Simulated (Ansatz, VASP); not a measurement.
## Ga8P8H in VASP and in Ansatz

```
Ga P H
1.0
     0.00000    5.50512   -5.50512
     5.50512    5.50512    0.00000
     5.50512    0.00000   -5.50512
Ga P H
8 8 1
Direct
  0.50000 0.50000 0.00000
  0.50000 0.00000 0.00000
  0.00000 0.50000 0.00000
  0.00000 0.00000 0.00000
  0.50000 0.50000 0.50000
  0.50000 0.00000 0.50000
  0.00000 0.50000 0.50000
  0.00000 0.00000 0.50000
  0.37500 0.37500 0.37500
  0.37500 0.87500 0.37500
  0.87500 0.37500 0.37500
  0.87500 0.87500 0.37500
  0.37500 0.37500 0.87500
  0.37500 0.87500 0.87500
  0.87500 0.37500 0.87500
  0.87500 0.87500 0.87500
  0.75000 0.75000 0.75000
```

Alike in both runs: task relaxation of the atoms; functional PBE; k mesh 1 × 1 × 1; occupations gaussian, width 0.01 eV; collinear spin.

|  | VASP | Ansatz |
| --- | --- | --- |
| version | VASP 6.6.1 | Ansatz 0.2.0 |
| potentials or method | VASP PAW PBE potentials, release 64 (Ga_d, P, H), cutoff 520 eV | scalar-relativistic, plane waves, PAW |
| valence electrons in the cell | 145 | 145 |

|  | VASP | Ansatz | Ansatz less VASP |
| --- | --- | --- | --- |
| net moment per atom (μB) | 0.06 | 0.06 | 0.000 |
| size of the moment on the site where the two differ most (μB) | 0.04 | 0.03 | -0.008 |

Site moments also hang on the region over which each program counts them.
